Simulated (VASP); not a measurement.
Wanted: the native input for a VASP 6.6.1 run.

```yaml
Task: single point
Functional: PBE exchange alone
Potentials_or_basis: VASP PAW PBE potentials, release 64 (Cd, Se)
Cutoff: 520 eV
k_mesh: 7 × 7 × 4
Occupations: fermi-dirac, width 0.05 eV
Spin: no spin polarisation
Dipole_correction: no
Further_INCAR_settings: ALGO = Normal; EDIFF = 1e-07; NBANDS = 26
```

The structure of CdSe (Cadmoselite) lies in POSCAR:

```
CdSe
1.0
    4.2122202675      0.0000000000      0.0000000000
   -2.1061101337      3.6478897580      0.0000000000
    0.0000000000      0.0000000000      6.8766944832
Cd Se
2 2
Direct
    0.6666666667      0.3333333333      0.5000000000
    0.3333333333      0.6666666667      0.0000000000
    0.6666666667      0.3333333333      0.8850000000
    0.3333333333      0.6666666667      0.3850000000
```

These files were run (other wordings do the same):

INCAR

```
AGGAC = 0.0 ; ALDAC = 0.0
ALGO = Normal ; EDIFF = 1E-7
ENCUT = 520 ; GGA = PE
ISIF = 2 ; ISMEAR = -1
LASPH = True ; LCHARG = True
LELF = True ; LREAL = False
LVHAR = True ; LWAVE = False
NBANDS = 26 ; NELM = 80
PREC = Accurate ; SIGMA = 0.05
```

KPOINTS

```
k-points
0
Gamma
  7 7 4
```

Potentials or basis: VASP PAW PBE potentials, release 64 (Cd, Se).

Command:

```console
$ cat potpaw_PBE.64/Cd/POTCAR potpaw_PBE.64/Se/POTCAR > POTCAR
$ mpirun -np 1 vasp_std > vasp.out
```

It gave:

```json
{"Pressure": "16.5 GPa", "Largest force": "0.414 eV/Å", "Band gap on the k mesh": "0.81 eV, direct"}
```

It took 36 s on 1 thread of Intel(R) Xeon(R) 6975P-C (Granite Rapids), with other jobs on the host, peak memory 0.24 GiB.
